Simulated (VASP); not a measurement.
## NaB5: relaxation of cell and atoms with PBE

Crystal: NaB5.

```
Na B
1.0
     4.44202    0.00000    0.00000
    -2.22101    3.84690    0.00000
     0.00000    0.00000    3.71018
Na B
1 5
Direct
  0.00000 0.00000 0.00000
  0.33333 0.66667 0.00000
  0.66667 0.33333 0.00000
  0.50000 0.00000 0.50000
  0.50000 0.50000 0.50000
  0.00000 0.50000 0.50000
```

```yaml
Program: VASP 6.6.1
Task: relaxation of cell and atoms
Functional: PBE
Potentials_or_basis: VASP PAW PBE potentials, release 64 (Na_pv, B)
Cutoff: 600 eV
k_mesh: 6 × 6 × 6
Occupations: gaussian, width 0.1 eV
Spin: no spin polarisation
Dipole_correction: no
Further_INCAR_settings: ALGO = Normal; EDIFF = 1e-06; IBRION = 2; EDIFFG = -0.04; NSW = 90; ISIF = 3
```

The relaxed volume is 7.89 Å³/atom and the relaxed cell is a = 4.371 Å, b = 4.371 Å, c = 2.861 Å, α = 90.00°, β = 90.00°, γ = 120.00°. The space group after relaxing (to 0.05 Å) is P6/mmm (No. 191). The energy gained by relaxing is 645.3 meV/atom, the ionic steps are 9 and the pressure after relaxing is 0.1 GPa. The band gap on the k mesh is zero (band 11 reaches 9.29 eV, above the bottom of band 12 at 5.14 eV).

Stress tensor (GPa, compression positive):
```
 0.13  0.00  0.00
 0.00  0.13  0.00
 0.00  0.00 -0.09
```

The path:
| step | energy change (eV) | largest force (eV/Å) | pressure (GPa) | volume (Å³) |
| --- | --- | --- | --- | --- |
| 1 | 0.0000 | 0.0000 | -28.32 | 63.40 |
| 2 | -2.8644 | 0.0000 | -7.68 | 47.66 |
| 3 | -3.1137 | 0.0000 | 4.61 | 44.42 |
| 4 | -3.1415 | 0.0000 | 11.55 | 43.06 |
| 5 | -3.2068 | 0.0000 | 32.82 | 40.98 |
| 6 | -3.5105 | 0.0000 | 20.83 | 42.08 |
| 7 | -3.8614 | 0.0000 | -1.26 | 47.44 |
| 8 | -3.8614 | 0.0000 | -1.18 | 47.42 |
| 9 | -3.8718 | 0.0000 | 0.05 | 47.34 |

Final structure:
```
CELL_PARAMETERS angstrom
4.37107 0.00000 0.00000
-2.18553 3.78546 0.00000
0.00000 0.00000 2.86079
ATOMIC_POSITIONS crystal
Na 0.00000 0.00000 0.00000
B 0.33333 0.66667 0.00000
B 0.66667 0.33333 0.00000
B 0.50000 0.00000 0.50000
B 0.50000 0.50000 0.50000
B 0.00000 0.50000 0.50000
```

Levels at points of the mesh, in eV from the Fermi level:
| k point | band 7 | band 8 | band 9 | band 10 | band 11 | band 12 | band 13 | band 14 | band 15 |
| --- | --- | --- | --- | --- | --- | --- | --- | --- | --- |
| (0.00, 0.00, 0.00) | -7.26 | -4.76 | -4.76 | -3.96 | 2.45 | 2.75 | 4.11 | 4.11 | 4.84 |
| (0.50, 0.00, 0.00) | -6.93 | -2.79 | -1.29 | -1.15 | -1.10 | 0.93 | 1.94 | 3.88 | 5.18 |
| (0.00, 0.00, 0.50) | -5.36 | -5.36 | -2.61 | -2.38 | -2.38 | -1.70 | -1.70 | 1.47 | 1.47 |
| (0.50, 0.00, 0.50) | -8.67 | -5.66 | -4.08 | -3.93 | -0.59 | 2.40 | 2.58 | 3.19 | 3.63 |

It took 92 s on 1 thread of Intel(R) Xeon(R) 6975P-C (Granite Rapids) (shared host), peak memory 0.2 GiB.

Caveat: the volume moved by over 15 % at a fixed basis, so the end points are rough.
